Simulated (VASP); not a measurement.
Runs of VASP 6.6.1 on TiAl. The structure is that of space group P-6m2 (No. 187), or close to it. The cells are those of the table. 

```csv
cell,gap on the mesh (eV),pressure (GPa)
"a = 2.945, b = 2.945, c = 4.945 Å, angles 90.0, 90.0, 120.0°, 2 atoms",none,(a)
"a = 2.859, b = 2.859, c = 4.243 Å, angles 90.0, 90.0, 120.0°, 2 atoms",none,12.3
"a = 2.899, b = 2.899, c = 4.589 Å, angles 90.0, 90.0, 120.0°, 2 atoms",none,-2.7
"a = 2.876, b = 2.876, c = 4.623 Å, angles 90.0, 90.0, 120.0°, 2 atoms",none,-2.1
```

Alike in all rows: task single point; level PBEsol; potentials or basis VASP PAW PBE potentials, release 64 (Ti_sv, Al); no spin polarisation; k mesh 18 × 18 × 10; cutoff (eV) 520; smearing gaussian 0.1 eV.

Task: Fill in the values left out.

Result: (a) -11.8.

Caveats: the PAW data sets were made with another functional, which shifts forces and pressure a little; the stress differs along the axes, from -15 to -10 GPa (at least some runs); the stress differs along the axes, from 7 to 23 GPa (at least some runs).

A gap of «none» marks levels without a gap at the run's occupations.
